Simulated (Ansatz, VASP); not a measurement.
# One calculation of Be, two programs

```xyz
4
Lattice="3.7468 0.0000 0.0000 0.0000 3.7468 0.0000 0.0000 0.0000 2.2813" Properties=species:S:1:pos:R:3 pbc="T T T"
Be    1.1018    1.0708   -0.0672
Be    2.6146    2.6814   -0.0332
Be    0.7797    2.8860    1.2569
Be    2.9975    0.8554    1.1248
```

Alike in both runs: task single point; functional LDA; k mesh 4 × 4 × 6; no spin polarisation.

```csv
,VASP,Ansatz
version,VASP 6.6.1,Ansatz 0.2.0
potentials or method,"VASP PAW LDA potentials, release 64 (Be), cutoff 600 eV","plane waves, PAW"
occupations,"fermi-dirac, width 0.1 eV",fermi-dirac
valence electrons in the cell,8,8
```

|  | VASP | Ansatz | Ansatz less VASP |
| --- | --- | --- | --- |
| rms of the force components (eV/Å) | 0.520 | 0.519 | -0.0012 |

LDA's correlation is that of Perdew and Zunger in VASP and of Perdew and Wang (1992) in Ansatz. Atom by atom the forces differ by 0.001 eV/Å (rms over components).

The k mesh is coarse, so the values compare programs but aren't converged.
